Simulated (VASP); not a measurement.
# Eu (Im-3m) in VASP: further runs, part 3 of 3

VASP 6.6.1. Earlier steps stand in the parts before.

**5. Single point, r2SCAN, collinear spin, ferromagnetic start**

The input, POSCAR:

```
Eu
1.0
   -2.2274745855      2.2274745855      2.2274745855
    2.2274745855     -2.2274745855      2.2274745855
    2.2274745855      2.2274745855     -2.2274745855
Eu
1
Direct
    0.0000000000      0.0000000000      0.0000000000
```

The input, INCAR.step1:

```
SYSTEM = Eu
PREC     = Accurate       ! precision mode
ENCUT    = 520            ! plane-wave cutoff, eV
ISMEAR   = 0              ! smearing method
SIGMA    = 0.3            ! smearing width, eV
LREAL    = .False.        ! projectors in reciprocal space
LASPH    = .True.         ! aspherical terms in the spheres
NELM     = 150            ! most SCF steps
ISPIN    = 2              ! spin polarisation
MAGMOM   = 7.31           ! initial moments
LMAXMIX  = 6              ! l up to which the mixer works
NBANDS   = 18             ! bands
GGA      = PE             ! functional
ALGO     = Normal         ! electronic algorithm
EDIFF    = 1E-4           ! SCF threshold, eV
LWAVE    = .True.         ! write WAVECAR
LCHARG   = .False.        ! write CHGCAR
```

The input, INCAR.step2:

```
SYSTEM = Eu
PREC     = Accurate       ! precision mode
ENCUT    = 520            ! plane-wave cutoff, eV
EDIFF    = 1E-6           ! SCF threshold, eV
ISMEAR   = 0              ! smearing method
SIGMA    = 0.3            ! smearing width, eV
LREAL    = .False.        ! projectors in reciprocal space
LASPH    = .True.         ! aspherical terms in the spheres
NELM     = 150            ! most SCF steps
ALGO     = Normal         ! electronic algorithm
ISIF     = 2              ! what is computed and relaxed
LWAVE    = .False.        ! write WAVECAR
LCHARG   = .False.        ! write CHGCAR
ISPIN    = 2              ! spin polarisation
MAGMOM   = 7.31           ! initial moments
LORBIT   = 11             ! projections on sites
LMAXMIX  = 6              ! l up to which the mixer works
METAGGA  = R2SCAN         ! meta-GGA
LMIXTAU  = .True.       
NBANDS   = 18             ! bands
ISTART   = 1
```

The input, KPOINTS:

```
regular mesh
0
Gamma
  10 10 10
  0 0 0
```

Potentials or basis: VASP PAW PBE potentials, release 64 (Eu).

Run with:

```console
cat potpaw_PBE.64/Eu/POTCAR > POTCAR
cp INCAR.step1 INCAR
mpirun -np 1 vasp_std > vasp.out
cp INCAR.step2 INCAR
mpirun -np 1 vasp_std > vasp.out
```

OUTCAR:

```text
SYSTEM = Eu
   PREC = Accurate
   ENCUT = 520
   EDIFF = 1E-6
   ISMEAR = 0
   LREAL = .False.
   LASPH = .True.
   NELM = 150
   ISIF = 2
   ISPIN = 2
   LORBIT = 11
   METAGGA = R2SCAN
   ISTART = 1

 ion  position               nearest neighbor table
   1  0.000  0.000  0.000-

  LATTYP: Found a body centered cubic cell.
 ALAT       =     4.4549491710

  Lattice vectors:

 A1 = (  -2.2274745855,   2.2274745855,   2.2274745855)
 A2 = (   2.2274745855,  -2.2274745855,   2.2274745855)
 A3 = (   2.2274745855,   2.2274745855,  -2.2274745855)

Analysis of symmetry for initial positions (statically):
=====================================================================
 Subroutine PRICEL returns:
 Original cell was already a primitive cell.

 Routine SETGRP: Setting up the symmetry group for a
 body centered cubic supercell.

 Subroutine GETGRP returns: Found 48 space group operations
 (whereof 48 operations were pure point group operations)
 out of a pool of 48 trial point group operations.

The static configuration has the point symmetry O_h .

Analysis of symmetry for dynamics (positions and initial velocities):
[... 185 lines left out ...]
      3     -19.2466      1.00000
      4     -19.2466      1.00000
      5      -2.9462      1.00000
      6       1.2715      0.99921
[... 493 lines left out ...]
     17       6.0622      0.00000
     18      10.2131      0.00000

 [... further k-points ...]

 spin component 2

 k-point     1 :       0.0000    0.0000    0.0000
  band No.  band energies     occupation
      1     -37.4892      1.00000
      2     -16.5075      1.00000
      3     -16.5075      1.00000
      4     -16.5075      1.00000
      5      -1.1534      1.00000
      6       5.1886      0.00000
[... 493 lines left out ...]
     17       8.2515      0.00000
     18      12.1164      0.00000

 [... further k-points ...]
[... 5 lines left out ...]
  --------------------------------------------------------------------------------------
  -------------------------------------------------------------------------------------
  Total       -0.1135411     -0.1135411     -0.1135411     -0.0000000     -0.0000000     -0.0000000
  in kB       -4.1149596     -4.1149596     -4.1149596     -0.0000000     -0.0000000     -0.0000000
  external PRESSURE =      -4.1149596 kB  Pullay stress =       0.0000000 kB

 VOLUME and BASIS-vectors are now :
 -----------------------------------------------------------------------------
  energy-cutoff  :      520.00
  volume of cell :       44.21
      direct lattice vectors                 reciprocal lattice vectors
    -2.227474585  2.227474585  2.227474585     0.000000000  0.224469452  0.224469452
     2.227474585 -2.227474585  2.227474585     0.224469452  0.000000000  0.224469452
     2.227474585  2.227474585 -2.227474585     0.224469452  0.224469452  0.000000000

 POSITION                                       TOTAL-FORCE (eV/Angst)
 -----------------------------------------------------------------------------------
      0.00000      0.00000      0.00000        -0.000000      0.000000     -0.000000
 -----------------------------------------------------------------------------------
    total drift:                               -0.000000     -0.000000      0.000000

  FREE ENERGIE OF THE ION-ELECTRON SYSTEM (eV)
  ---------------------------------------------------
  free  energy   TOTEN  =       -39.7014460335 eV

  energy  without entropy=      -39.6130429753  energy(sigma->0) =      -39.65724450

 total charge

# of ion       s       p       d       f       tot
--------------------------------------------------
    1        2.079   5.764   0.275   6.670  14.788

 magnetization (x)

# of ion       s       p       d       f       tot
--------------------------------------------------
    1       -0.009  -0.146   0.201   6.669   6.716
```

OSZICAR.step1:

```text
N       E                     dE             d eps       ncg     rms          rms(c)
DAV:   1     0.107048220153E+03    0.10705E+03   -0.64236E+03  4136   0.399E+03
DAV:   2     0.775639377627E+01   -0.99292E+02   -0.88432E+02  4374   0.275E+02
DAV:   3    -0.760194856191E+01   -0.15358E+02   -0.15091E+02  5122   0.995E+01
DAV:   4    -0.911412532207E+01   -0.15122E+01   -0.15027E+01  6632   0.244E+01
DAV:   5    -0.918386874258E+01   -0.69743E-01   -0.69646E-01  5738   0.605E+00    0.288E+01
DAV:   6    -0.123327781638E+02   -0.31489E+01   -0.32067E+00  4630   0.166E+01    0.204E+01
DAV:   7    -0.115386037268E+02    0.79417E+00   -0.11100E+00  5554   0.185E+01    0.125E+01
DAV:   8    -0.115101020020E+02    0.28502E-01   -0.65836E-01  4994   0.185E+01    0.562E+00
DAV:   9    -0.114859374943E+02    0.24165E-01   -0.13970E-01  5412   0.799E+00    0.241E+00
DAV:  10    -0.114724326689E+02    0.13505E-01   -0.17168E-02  5874   0.159E+00    0.154E+00
DAV:  11    -0.114732557933E+02   -0.82312E-03   -0.25322E-03  5926   0.356E-01    0.120E+00
DAV:  12    -0.114722204186E+02    0.10354E-02   -0.22889E-03  5366   0.895E-01    0.476E-01
DAV:  13    -0.114723016725E+02   -0.81254E-04   -0.42864E-04  5050   0.253E-01
   1 F= -.11472302E+02 E0= -.11424006E+02  d E =-.965920E-01  mag=     7.3448
```

Wall time 3.8 min (1 thread of AMD EPYC 9R45 (Zen 5), shared host); peak memory 0.21 GiB.

What came out:

```
Free energy                                           : -39.7014 eV
Pressure                                              : -0.4 GPa
Net moment                                            : 7.83 μB per cell
Site moments                                          : Eu +6.72 μB
Valence electrons inside the program's atomic spheres : Eu 14.79
```

Levels at points of the mesh, in eV from the Fermi level:
Spin up:
```csv
k point,band 9,band 10,band 11,band 12,band 13,band 14,band 15,band 16
"(0.00, 0.00, 0.00)",-0.58,-0.58,-0.58,-0.55,1.96,1.96,1.96,3.49
"(0.50, 0.00, 0.00)",-0.57,-0.56,-0.55,-0.53,0.27,0.47,3.47,4.16
"(0.50, 0.50, 0.50)",-0.69,-0.69,-0.48,-0.48,-0.48,4.78,4.78,4.78
```
Spin down:
| k point | band 3 | band 4 | band 5 | band 6 | band 7 | band 8 |
| --- | --- | --- | --- | --- | --- | --- |
| (0.00, 0.00, 0.00) | -18.45 | -18.45 | -3.09 | 3.25 | 3.25 | 3.25 |
| (0.50, 0.00, 0.00) | -18.61 | -18.45 | -0.43 | 1.76 | 1.96 | 5.02 |
| (0.50, 0.50, 0.50) | -18.79 | -18.79 | 0.19 | 0.19 | 5.03 | 5.03 |

Caveat: so wide a smearing shifts energies and pressures; the PAW data sets were made with another functional, which shifts forces and pressure a little; spin-orbit coupling is left out, which moves the levels of the heavy elements; semilocal functionals describe open f shells poorly, which spoils levels, moments and volumes. The state reached can hang on the start; a lower one may exist.

**6. Overview**

| smearing | gap on the mesh (eV) | pressure (GPa) | moment (μB) |
| --- | --- | --- | --- |
| gaussian 0.03 eV | none | -0.4 | 7.64 |
| gaussian 0.1 eV | none | -0.4 | 7.67 |
| gaussian 0.2 eV | none | -0.4 | 7.80 |
| gaussian 0.3 eV | none | -0.4 | 7.83 |

Alike in all rows: task single point; level r2SCAN; potentials or basis VASP PAW PBE potentials, release 64 (Eu); spin collinear, ferromagnetic start; cell as given; k mesh 10 × 10 × 10; cutoff (eV) 520.

Caveats: the PAW data sets were made with another functional, which shifts forces and pressure a little; spin-orbit coupling is left out, which moves the levels of the heavy elements; semilocal functionals describe open f shells poorly, which spoils levels, moments and volumes; so wide a smearing shifts energies and pressures (at least some runs).

Absolute energies hang on the potentials; compare differences alone.
